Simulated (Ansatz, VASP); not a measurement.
**One calculation of Co, two programs**

```
Co
1.0
     2.20854    0.00000    0.00000
    -1.10427    1.91265    0.00000
     0.00000    0.00000    3.60781
Co
2
Direct
  0.66667 0.33333 0.25986
  0.33333 0.66667 0.74014
```

Change from the starting cell: volume scaled by 0.7, no spin polarisation, PAW files.

Alike in both runs: task single point; functional PBE; k mesh 15 × 15 × 8; occupations fermi-dirac, width 0.08 eV; no spin polarisation.

|  | VASP | Ansatz |
| --- | --- | --- |
| version | VASP 6.6.1 | Ansatz 0.2.0 |
| potentials or method | VASP PAW PBE potentials, release 64 (Co) | PAW with Ansatz's default frozen-core files, scalar-relativistic |
| plane-wave cutoff (eV) | 520 | 420 |
| valence electrons in the cell | 18 | 34 |

|  | VASP | Ansatz | Ansatz less VASP |
| --- | --- | --- | --- |
| pressure (GPa) | 157.1 | 160.3 | +3.23 |
| traceless stress, the component that is largest in VASP (GPa) | -4.49 | -4.45 | +0.040 |
| rms of the force components (eV/Å) | 1.323 | 1.336 | +0.0132 |

Atom by atom the forces differ by 0.013 eV/Å (rms over components). Both programs put the cell under a high pressure, so it lies far from rest at this level. The functional is the same, so the differences come from potentials, cutoffs and numerics. VASP's potentials hold 18 valence electrons a cell and Ansatz's 34, so a difference there can come from the potentials and not from the codes.

Noted on VASP's run: the cell as given lies far from equilibrium.
